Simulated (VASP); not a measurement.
Runs of VASP 6.6.1 on C3N2. The structure is that of space group P-6m2 (No. 187), or close to it. The cells are those of the table. 

| task | spin | cell | k mesh | cutoff (eV) | gap on the mesh (eV) | pressure (GPa) | moment (μB) | largest force (eV/Å) |
| --- | --- | --- | --- | --- | --- | --- | --- | --- |
| relaxation of cell and atoms | off | relaxed from a = 2.404, b = 2.404, c = 8.477 Å, angles 90.0, 90.0, 120.0°, 5 atoms | 12 × 12 × 2 | 600 | none | -0.5 | - | 0.01 |
| single point | off | a = 2.391, b = 2.391, c = 8.422 Å, angles 90.0, 90.0, 120.0°, 5 atoms | 12 × 12 × 2 | 520 | none | 0.1 | - | 0.02 |
| relaxation of cell and atoms | collinear, ferromagnetic start | relaxed from a = 3.739, b = 3.739, c = 4.591 Å, angles 90.0, 90.0, 120.0°, 5 atoms | 6 × 6 × 4 | 600 | none | 0.1 | 0.00 | 0.03 |
| single point | collinear, ferromagnetic start | a = 2.404, b = 2.404, c = 8.477 Å, angles 90.0, 90.0, 120.0°, 5 atoms | 6 × 6 × 4 | 520 | none | (a) | 0.06 | 0.02 |

Alike in all rows: level PBE; potentials or basis VASP PAW PBE potentials, release 64 (C, N); smearing gaussian 0.1 eV.

**Question.** Fill in the values left out.

**Answer.** (a) 0.3.

Caveats: some runs use coarse meshes; this functional lacks dispersion, which binds the layers, so the pressure and a relaxed spacing across them are unreliable (some runs).

A gap of «none» marks levels without a gap at the run's occupations.
